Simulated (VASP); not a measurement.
Here is a VASP 6.6.1 calculation.

INCAR

```
ALGO = Normal
EDIFF = 1E-6
ENCUT = 520
GGA = CA
ISIF = 2
ISMEAR = -1
LASPH = True
LCHARG = False
LREAL = False
LWAVE = False
NBANDS = 20
NELM = 60
PREC = Accurate
SIGMA = 0.08
```

The input KPOINTS:

```
k-points
0
Gamma
  11 11 11
```

The input POSCAR:

```
TaBi
1.0
    0.0000000000      2.8506994206      2.8506994206
    2.8506994206      0.0000000000      2.8506994206
    2.8506994206      2.8506994206      0.0000000000
Ta Bi
1 1
Direct
    0.0000000000      0.0000000000      0.0000000000
    0.5000000000      0.5000000000      0.5000000000
```

Potentials or basis: VASP PAW LDA potentials, release 64 (Ta_pv, Bi_d).

Launch:

```sh
$ cat potpaw_LDA.64/Ta_pv/POTCAR potpaw_LDA.64/Bi_d/POTCAR > POTCAR
$ mpirun -np 1 vasp_std > vasp.out
```

(1) What does it give for the pressure?

(2) What does it give for the band gap on the k mesh?

## Answers

(1) 0.3 GPa.

(2) zero (band 13 reaches 8.53 eV, above the bottom of band 14 at 7.49 eV).

Caveat: spin-orbit coupling is left out, which moves the levels of the heavy elements.
